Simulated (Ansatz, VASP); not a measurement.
# GaO4 in VASP and in Ansatz

```
CELL_PARAMETERS angstrom
4.06662 0.00000 0.00000
0.00000 4.06662 0.00000
0.00000 0.00000 4.06662
ATOMIC_POSITIONS crystal
Ga 0.00000 0.00000 0.00000
O 0.24378 0.75622 0.75622
O 0.75622 0.24378 0.75622
O 0.75622 0.75622 0.24378
O 0.24378 0.24378 0.24378
```

Change from the starting cell: species swapped into the SnI4 type (P-43m, No. 215).

Alike in both runs: task single point; functional PBE; k mesh 4 × 4 × 4; occupations gaussian, width 0.1 eV; no spin polarisation.

|  | VASP | Ansatz |
| --- | --- | --- |
| version | VASP 6.6.1 | Ansatz 0.2.0 |
| potentials or method | VASP PAW PBE potentials, release 64 (Ga_d, O), cutoff 520 eV | scalar-relativistic, plane waves, PAW |
| valence electrons in the cell | 37 | 37 |

Ansatz gave:

- gap on the k mesh at the Fermi level (eV): none
- pressure (GPa): 12.5
- rms of the force components (eV/Å): 1.785

Which values does VASP return?

gap on the k mesh at the Fermi level (eV): none; pressure (GPa): 12.3; rms of the force components (eV/Å): 1.787.

Atom by atom the forces differ by 0.003 eV/Å (rms over components). A gap of «none» marks a metal or a gap that the smearing closes.

The k mesh is coarse, so the values compare programs but aren't converged.
